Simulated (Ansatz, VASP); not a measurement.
# SiO2: VASP beside Ansatz

Contents of INCAR:

```
PREC = Accurate ; ENCUT = 520
EDIFF = 1E-8 ; ISMEAR = -1
SIGMA = 0.02 ; LREAL = False
LASPH = True ; NELM = 100
ALGO = Normal ; ISIF = 2
LWAVE = False ; LCHARG = False
GGA = PE ; LEFG = True
NBANDS = 44
```

The input KPOINTS:

```
regular mesh
0
Gamma
  5 5 4
```

Contents of POSCAR:

```
SiO2
1.0
    4.9640000000      0.0000000000      0.0000000000
    0.0000000000      4.9640000000      0.0000000000
    0.0000000000      0.0000000000      6.9200000000
Si O
4 8
Direct
    0.3000000000      0.3000000000      0.0000000000
    0.2000000000      0.8000000000      0.2500000000
    0.7000000000      0.7000000000      0.5000000000
    0.8000000000      0.2000000000      0.7500000000
    0.2450000000      0.1000000000      0.1750000000
    0.4000000000      0.7450000000      0.4250000000
    0.7550000000      0.9000000000      0.6750000000
    0.6000000000      0.2550000000      0.9250000000
    0.7450000000      0.4000000000      0.5750000000
    0.9000000000      0.7550000000      0.3250000000
    0.2550000000      0.6000000000      0.0750000000
    0.1000000000      0.2450000000      0.8250000000
```

Input for Ansatz:

```yaml
crystal:
  lattice:
    - [4.964, 0.0, 0.0]
    - [0.0, 4.964, 0.0]
    - [0.0, 0.0, 6.92]
  atoms:
    - { symbol: Si, position: [0.3, 0.3, 0.0] }
    - { symbol: Si, position: [0.2, 0.8, 0.25] }
    - { symbol: Si, position: [0.7, 0.7, 0.5] }
    - { symbol: Si, position: [0.8, 0.2, 0.75] }
    - { symbol: O, position: [0.245, 0.1, 0.175] }
    - { symbol: O, position: [0.4, 0.745, 0.425] }
    - { symbol: O, position: [0.755, 0.9, 0.675] }
    - { symbol: O, position: [0.6, 0.255, 0.925] }
    - { symbol: O, position: [0.745, 0.4, 0.575] }
    - { symbol: O, position: [0.9, 0.755, 0.325] }
    - { symbol: O, position: [0.255, 0.6, 0.075] }
    - { symbol: O, position: [0.1, 0.245, 0.825] }
kpoints:
  mp_grid: { grid: [5, 5, 4] }
scf:
  occupations: { method: fermi_dirac, width: 0.02 }
hamiltonian:
  xc: pbe
  pseudopotentials: { kind: paw, frozen_core: stored }
output:
  forces: true
  stress: true
  populations: true
  efg: { quadrupole_moments_barn: { O: -0.02558 } }
```

Alike in both runs: task electric field gradients; functional PBE; k mesh 5 × 5 × 4; occupations fermi-dirac, width 0.02 eV; no spin polarisation.

|  | VASP | Ansatz |
| --- | --- | --- |
| version | VASP 6.6.1 | Ansatz 0.2.0 |
| potentials or method | VASP PAW PBE potentials, release 64 (Si, O) | plane-wave PAW, scalar-relativistic |
| plane-wave cutoff (eV) | 520 | 420 |
| valence electrons in the cell | 64 | 64 |

VASP gave:

```
gap on the k mesh at the Fermi level (eV)                     : 5.87
pressure (GPa)                                                : 11.5
traceless stress, the component that is largest in VASP (GPa) : 1.05
rms of the force components (eV/Å)                            : 0.382
size of Vzz on the site where it differs most (V/Å²)          : 84.4
```

Q: Which values does Ansatz return?

A: gap on the k mesh at the Fermi level (eV): 5.87; pressure (GPa): 11.3; traceless stress, the component that is largest in VASP (GPa): 1.07; rms of the force components (eV/Å): 0.382; size of Vzz on the site where it differs most (V/Å²): 92.3.

Atom by atom the forces differ by 0.010 eV/Å (rms over components). The functional is the same, so the differences come from potentials, cutoffs and numerics.
